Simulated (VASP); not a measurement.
Input of a VASP 6.6.1 run:

Contents of INCAR:

```
PREC = Accurate ; ENCUT = 520
EDIFF = 1E-6 ; ISMEAR = -1
SIGMA = 0.08 ; LREAL = F
LASPH = T ; NELM = 80
ALGO = Normal ; ISIF = 2
LWAVE = F ; LCHARG = F
GGA = PS ; NBANDS = 16
```

Contents of KPOINTS:

```
Automatic mesh
0
Gamma
  15 15 8
```

Contents of POSCAR:

```
SiC
1.0
    3.0963696491      0.0000000000      0.0000000000
   -1.5481848246      2.6815347757      0.0000000000
    0.0000000000      0.0000000000      5.0814314379
Si C
2 2
Direct
    0.3333333333      0.6666666667      0.0000000000
    0.6666666667      0.3333333333      0.5000000000
    0.3333333333      0.6666666667      0.3850000000
    0.6666666667      0.3333333333      0.8850000000
```

Potentials or basis: VASP PAW PBE potentials, release 64 (Si, C).

The run is started by

```console
$ cat potpaw_PBE.64/Si/POTCAR potpaw_PBE.64/C/POTCAR > POTCAR
$ mpirun -np 1 vasp_std > vasp.out
```

Problem. Predict the band gap on the k mesh.

Solution. 2.20 eV (least direct gap 3.93 eV).

Problem. What does it give for the largest force?

Solution. 0.721 eV/Å.

Problem. Predict the pressure.

Solution. -3.7 GPa.

Stress tensor (GPa, compression positive):
```
-2.27  0.00  0.00
 0.00 -2.27  0.00
 0.00  0.00 -6.43
```

Caveat: the cell stands under tension; the PAW data sets were made with another functional, which shifts forces and pressure a little; an odd mesh through Γ misses points on the zone boundary, where band edges can lie.
